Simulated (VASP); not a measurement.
# Ga3Se (P4mm) in VASP: notebook, part 2 of 2

VASP 6.6.1. The steps go on from the part before.

### 3 Single point, PBEsol+D3(BJ) (all Se atoms moved +0.075 Å, as atom 4 along Cartesian [1 0 0])

Input file INCAR:

```
SYSTEM = Ga3Se
ALGO = Normal
EDIFF = 1E-6
ENCUT = 520
GGA = PS
ISIF = 2
ISMEAR = 0
IVDW = 12
LASPH = .TRUE.
LCHARG = .FALSE.
LREAL = .FALSE.
LWAVE = .FALSE.
NBANDS = 30
NELM = 60
PREC = Accurate
SIGMA = 0.15
```

Input file KPOINTS:

```
k-points
0
G
  12 12 12
  0 0 0
```

Input file POSCAR:

```
Ga3Se
1.0
    4.2249181734      0.0000000000      0.0000000000
    0.0000000000      4.2249181734      0.0000000000
    0.0000000000      0.0000000000      4.2249181734
Ga Se
3 1
Direct
    0.0000000000      0.5000000000      0.5000000000
    0.5000000000      0.0000000000      0.5000000000
    0.5000000000      0.5000000000      0.0000000000
    0.0177518231      0.0000000000      0.0000000000
```

Potentials or basis: VASP PAW PBE potentials, release 64 (Ga_d, Se).

Launch:

```bash
> cat potpaw_PBE.64/Ga_d/POTCAR potpaw_PBE.64/Se/POTCAR > POTCAR
> mpirun -np 1 vasp_std > vasp.out
```

OUTCAR:

```text
SYSTEM = Ga3Se
   EDIFF = 1E-6
   ENCUT = 520
   GGA = PS
   ISIF = 2
   ISMEAR = 0
   IVDW = 12
   LASPH = .TRUE.
   LREAL = .FALSE.
   NELM = 60
   PREC = Accurate
 IVDW          = 12

 ion  position               nearest neighbor table
   1  0.000  0.500  0.500-
   2  0.500  0.000  0.500-
   3  0.500  0.500  0.000-
   4  0.018  0.000  0.000-

  LATTYP: Found a simple cubic cell.
 ALAT       =     4.2249181734

  Lattice vectors:

 A1 = (   4.2249181734,   0.0000000000,   0.0000000000)
 A2 = (   0.0000000000,   4.2249181734,   0.0000000000)
 A3 = (   0.0000000000,   0.0000000000,   4.2249181734)

Analysis of symmetry for initial positions (statically):
=====================================================================
 Subroutine PRICEL returns:
 Original cell was already a primitive cell.

 Routine SETGRP: Setting up the symmetry group for a
 simple cubic supercell.

 Subroutine GETGRP returns: Found  8 space group operations
 (whereof  8 operations were pure point group operations)
 out of a pool of 48 trial point group operations.

The static configuration has the point symmetry C_4v.

Analysis of symmetry for dynamics (positions and initial velocities):
=====================================================================
 Subroutine PRICEL returns:
 Original cell was already a primitive cell.

 Routine SETGRP: Setting up the symmetry group for a
 simple cubic supercell.

 Subroutine GETGRP returns: Found  8 space group operations
 (whereof  8 operations were pure point group operations)
 out of a pool of 48 trial point group operations.

The dynamic configuration has the point symmetry C_4v.

 Subroutine INISYM returns: Found  8 space group operations
 (whereof  8 operations are pure point group operations),
 and found     1 'primitive' translations

----------------------------------------------------------------------------------------

                                     Primitive cell

  volume of cell :      75.4145

  direct lattice vectors                    reciprocal lattice vectors
     4.224918173  0.000000000  0.000000000     0.236690975  0.000000000  0.000000000
     0.000000000  4.224918173  0.000000000     0.000000000  0.236690975  0.000000000
     0.000000000  0.000000000  4.224918173     0.000000000  0.000000000  0.236690975

  length of vectors
     4.224918173  4.224918173  4.224918173     0.236690975  0.236690975  0.236690975

  position of ions in fractional coordinates (direct lattice)
     0.000000000  0.500000000  0.500000000
     0.500000000  0.000000000  0.500000000
     0.500000000  0.500000000  0.000000000
     0.017751823  0.000000000  0.000000000

  ion indices of the primitive-cell ions
   primitive index   ion index
                 1           1
                 2           2
                 3           3
                 4           4

----------------------------------------------------------------------------------------

 KPOINTS: k-points

Automatic generation of k-mesh.
 Grid dimensions read from file:
 generate k-points for:   12   12   12

 Generating k-lattice:

  Cartesian coordinates                     Fractional coordinates (reciprocal lattice)
     0.019724248  0.000000000  0.000000000     0.083333333  0.000000000  0.000000000
     0.000000000  0.019724248  0.000000000     0.000000000  0.083333333  0.000000000
     0.000000000  0.000000000  0.019724248     0.000000000  0.000000000  0.083333333

  Length of vectors
     0.019724248  0.019724248  0.019724248

  Shift w.r.t. Gamma in fractional coordinates (k-lattice)
     0.000000000  0.000000000  0.000000000

 Subroutine IBZKPT returns following result:
 ===========================================

 Found    196 irreducible k-points:

 Following reciprocal coordinates:
            Coordinates               Weight
  0.000000  0.000000  0.000000      1.000000
  0.083333  0.000000  0.000000      2.000000
  0.000000  0.083333  0.000000      4.000000
  0.166667  0.000000  0.000000      2.000000
  0.000000  0.166667  0.000000      4.000000
  0.250000  0.000000  0.000000      2.000000
[... 16 lines left out ...]
  0.000000  0.333333  0.083333      8.000000
  0.083333  0.000000  0.333333      8.000000
 [... further k-points ...]
   k-points           NKPTS =    196   k-points in BZ     NKDIM =    196   number of bands    NBANDS=     30
   number of dos      NEDOS =    301   number of ions     NIONS =      4
   total plane-waves  NPLWV =  32768
   dimension x,y,z NGX =    32 NGY =   32 NGZ =   32
   dimension x,y,z NGXF=    64 NGYF=   64 NGZF=   64
   ions per type =               3   1
   NGX,Y,Z   is equivalent  to a cutoff of  12.59, 12.59, 12.59 a.u.
   NGXF,Y,Z  is equivalent  to a cutoff of  25.18, 25.18, 25.18 a.u.
 SYSTEM =  Ga3Se
   PREC   = accura    normal or accurate (medium, high low for compatibility)
   ISTART =      0    job   : 0-new  1-cont  2-samecut
   ICHARG =      2    charge: 1-file 2-atom 10-const
   ISPIN  =      1    spin polarized calculation?
   LNONCOLLINEAR =      F non collinear calculations
   LSORBIT =      F    spin-orbit coupling
   LASPH  =      T    aspherical Exc in radial PAW
   ENCUT  =  520.0 eV  38.22 Ry    6.18 a.u.   7.86  7.86  7.86*2*pi/ulx,y,z
   NELM   =     60;   NELMIN=  2; NELMDL= -5     # of ELM steps
   EDIFF  = 0.1E-05   stopping-criterion for ELM
   LREAL  =      F    real-space projection
   EDIFFG = 0.1E-04   stopping-criterion for IOM
   NSW    =      0    number of steps for IOM
   IBRION =     -1    ionic relax: 0-MD 1-quasi-New 2-CG
   NFREE  =      0    steps in history (QN), initial steepest desc. (CG)
   ISIF   =      2    stress and relaxation
   ISYM   =      2    0-nonsym 1-usesym 2-fastsym
   POTIM  = 0.5000    time-step for ionic-motion
   TEBEG  =    0.0;   TEEND  =   0.0 temperature during run
   PSTRESS=    0.0 pullay stress
   NELECT =      45.0000    total number of electrons
   NUPDOWN=      -1.0000    fix difference up-down
   EMIN   =  10.00;   EMAX   =-10.00  energy-range for DOS
   EFERMI =   0.00;   METHOD = LEGACY
   ISMEAR =     0;   SIGMA  =   0.15  broadening in eV -4-tet -1-fermi 0-gaus
   EFERMI_NEDOS =   21; number of points for ismear=-14 and -15
   IALGO  =     38    algorithm
   IMIX   =      4    mixing-type and parameters
     AMIX     =   0.40;   BMIX     =  1.00
     AMIX_MAG =   1.60;   BMIX_MAG =  1.00
  volume/ion in A,a.u.               =      18.85       127.23
  Fermi-wavevector in a.u.,A,eV,Ry     =   1.378248  2.604511 25.845185  1.899568
  Thomas-Fermi vector in A             =   2.503327
   LORBIT       =      0    0 simple, 1 ext, 2 COOP (PROOUT), +10 PAW based schemes
   GGA     = PS    functional components
   LHFCALC =     F    Hartree Fock is set to
   AEXX    =    0.0000 exact exchange contribution
   IVDW    =    12    specifies the selected vdW correction
   LEPSILON=     F    determine dielectric tensor
   LRPA    =     F    only Hartree local field effects (RPA)
 non-spin polarized calculation
 Gauss-broadening in eV      SIGMA  =   0.15
  energy-cutoff  :      520.00
  volume of cell :       75.41
 maximum number of plane-waves:      2054
 NGX is ok and might be reduce to    32
   NGX = 15   NGY = 15   NGZ = 15

 number of electron      44.9999973 magnetization

 Free energy of the ion-electron system (eV)
  ---------------------------------------------------
  ext. energy  EPLUGINS =         0.00000000
  ---------------------------------------------------
  free energy    TOTEN  =       -14.00388486 eV

  energy without entropy =      -13.98617587  energy(sigma->0) =      -13.99503036

 E-fermi :   5.8552     XC(G=0): -11.1031

 val. band max:        5.8483833952   @ k =   0.0833   0.4167   0.3333
 cond. band min:       5.8577028288   @ k =   0.3333   0.2500   0.0833
 fundamental gap:      0.0093194336
 Fermi energy:         5.8552492994

 k-point     1 :       0.0000    0.0000    0.0000
  band No.  band energies     occupation
      1      -9.3170      2.00000
      2      -9.1995      2.00000
      3      -9.1984      2.00000
      4      -9.1984      2.00000
      5      -9.1292      2.00000
      6      -9.1274      2.00000
[... 781 lines left out ...]
     29      12.5664      0.00000
     30      13.0692      0.00000

 [... further k-points ...]

------------------------ aborting loop because EDIFF is reached ----------------------------------------

 Edisp (eV)   -1.29476

 E8    (eV) :    -0.8763

  FORCE on cell =-STRESS in cart. coord.  units (eV):
  Direction    XX          YY          ZZ          XY          YZ          ZX
  --------------------------------------------------------------------------------------
  -------------------------------------------------------------------------------------
  Total       0.08804     0.12641     0.12641     0.00000     0.00000     0.00000
  in kB       1.87047     2.68553     2.68553     0.00000     0.00000     0.00000
  external pressure =        2.41 kB  Pullay stress =        0.00 kB

 VOLUME and BASIS-vectors are now :
 -----------------------------------------------------------------------------
  energy-cutoff  :      520.00
  volume of cell :       75.41
      direct lattice vectors                 reciprocal lattice vectors
     4.224918173  0.000000000  0.000000000     0.236690975  0.000000000  0.000000000
     0.000000000  4.224918173  0.000000000     0.000000000  0.236690975  0.000000000
     0.000000000  0.000000000  4.224918173     0.000000000  0.000000000  0.236690975

 POSITION                                       TOTAL-FORCE (eV/Angst)
 -----------------------------------------------------------------------------------
      0.00000      2.11246      2.11246        -0.097617      0.000000     -0.000000
      2.11246      0.00000      2.11246         0.089584      0.000000     -0.000000
      2.11246      2.11246      0.00000         0.089584      0.000000     -0.000000
      0.07500      0.00000      0.00000        -0.081551     -0.000000      0.000000
 -----------------------------------------------------------------------------------
    total drift:                               -0.000363     -0.000000     -0.000000

  FREE ENERGIE OF THE ION-ELECTRON SYSTEM (eV)
  ---------------------------------------------------
  free  energy   TOTEN  =       -15.2986412219 eV

  energy  without entropy=      -15.2809322251  energy(sigma->0) =      -15.28978672
```

stdout:

```text
POSCAR found type information on POSCAR GaSe
 POSCAR found :  2 types and       4 ions
 scaLAPACK will be used
 -----------------------------------------------------------------------------
|                                                                             |
|                                                                             |
|     You enforced a specific xc type in the INCAR file but a different       |
|     I HOPE YOU KNOW WHAT YOU ARE DOING!                                     |
|                                                                             |
 -----------------------------------------------------------------------------

 LDA part: xc-table for (Slater+PW92), standard interpolation
 POSCAR, INCAR and KPOINTS ok, starting setup
 FFT: planning ... GRIDC
 FFT: planning ... GRID_SOFT
 FFT: planning ... GRID
 WAVECAR not read
 entering main loop
```

Wall time 92 s (1 thread of Intel Xeon 6975P-C (Granite Rapids), shared host); peak memory 0.46 GiB.

Results:

```
Free energy                : -15.2986 eV
Pressure                   : 0.2 GPa
Largest force              : 0.098 eV/Å
Band gap on the k mesh     : zero (an odd number of electrons rules out a gap without spin polarisation)
Dispersion energy per atom : -0.324 eV
```

Forces in eV/Å, atoms in the order of the input:
```
Ga  -0.098  0.000  0.000
Ga   0.090  0.000  0.000
Ga   0.090  0.000  0.000
Se  -0.082  0.000  0.000
```

Caveat: the cell differs from its parent crystal (all Se atoms moved +0.075 Å, as atom 4 along Cartesian [1 0 0]); the PAW data sets were made with another functional, which shifts forces and pressure a little.

### 4 Single point, PBEsol+D3(BJ) (all Se atoms moved -0.050 Å, as atom 4 along Cartesian [1 0 0])

Input file INCAR:

```
PREC = Accurate
ENCUT = 520
EDIFF = 1E-6
ISMEAR = 0
SIGMA = 0.15
LREAL = F
LASPH = T
NELM = 60
ALGO = Normal
ISIF = 2
LWAVE = F
LCHARG = F
GGA = PS
IVDW = 12
NBANDS = 30
```

Input file KPOINTS:

```
regular mesh
0
Gamma
  12 12 12
```

Changes to POSCAR since step 3:

```diff
@@ -11,2 +11,2 @@
     0.5000000000      0.5000000000      0.0000000000
-    0.0177518231      0.0000000000      0.0000000000
+   -0.0118345487      0.0000000000      0.0000000000
```

Launch:

```bash
> cat potpaw_PBE.64/Ga_d/POTCAR potpaw_PBE.64/Se/POTCAR > POTCAR
> mpirun -np 1 vasp_std > vasp.out
```

It took 92 s on 1 thread of Intel Xeon 6975P-C (Granite Rapids), shared host; peak memory 0.46 GiB.

Results (log left out):

| Quantity | Value |
| --- | --- |
| Free energy | -15.3003 eV |
| Pressure | 0.2 GPa |
| Largest force | 0.065 eV/Å |
| Band gap on the k mesh | zero (an odd number of electrons rules out a gap without spin polarisation) |
| Dispersion energy per atom | -0.324 eV |

Forces on the atoms (eV/Å):
```
Ga   0.065  0.000  0.000
Ga  -0.060  0.000  0.000
Ga  -0.060  0.000  0.000
Se   0.054  0.000  0.000
```

Levels at points of the mesh, in eV from the Fermi level:
```tsv
k point	band 19	band 20	band 21	band 22	band 23	band 24	band 25	band 26
(0.00, 0.00, 0.00)	-4.43	-4.43	-2.68	-2.68	1.78	1.78	1.78	4.73
(0.50, 0.00, 0.00)	-3.31	-3.31	-1.68	-1.19	-0.56	-0.56	0.83	4.63
(0.00, 0.50, 0.00)	-3.31	-3.30	-1.68	-1.21	-0.56	-0.54	0.83	4.63
(0.50, 0.50, 0.00)	-6.98	-2.54	-0.99	-0.45	-0.44	1.52	1.52	1.72
(0.00, 0.50, 0.50)	-6.98	-2.54	-0.97	-0.44	-0.44	1.52	1.52	1.71
(0.50, 0.50, 0.50)	-5.78	-5.26	-5.24	-5.24	-4.12	4.62	4.62	4.63
```

Caveat: the cell differs from its parent crystal (all Se atoms moved -0.050 Å, as atom 4 along Cartesian [1 0 0]); the PAW data sets were made with another functional, which shifts forces and pressure a little.

### 5 Summary

| cell | gap on the mesh (eV) | pressure (GPa) | largest force (eV/Å) |
| --- | --- | --- | --- |
| as given, atomic positions A | none | 0.3 | 0.13 |
| as given, atomic positions B | none | 0.2 | 0.10 |
| as given, atomic positions C | none | 0.2 | 0.07 |

Alike in all rows: task single point; level PBEsol+D3(BJ); potentials or basis VASP PAW PBE potentials, release 64 (Ga_d, Se); no spin polarisation; k mesh 12 × 12 × 12; cutoff (eV) 520; smearing gaussian 0.15 eV.

Caveats: the PAW data sets were made with another functional, which shifts forces and pressure a little.

Total energies depend on the potentials used, so only differences within one code and one set of settings carry meaning.
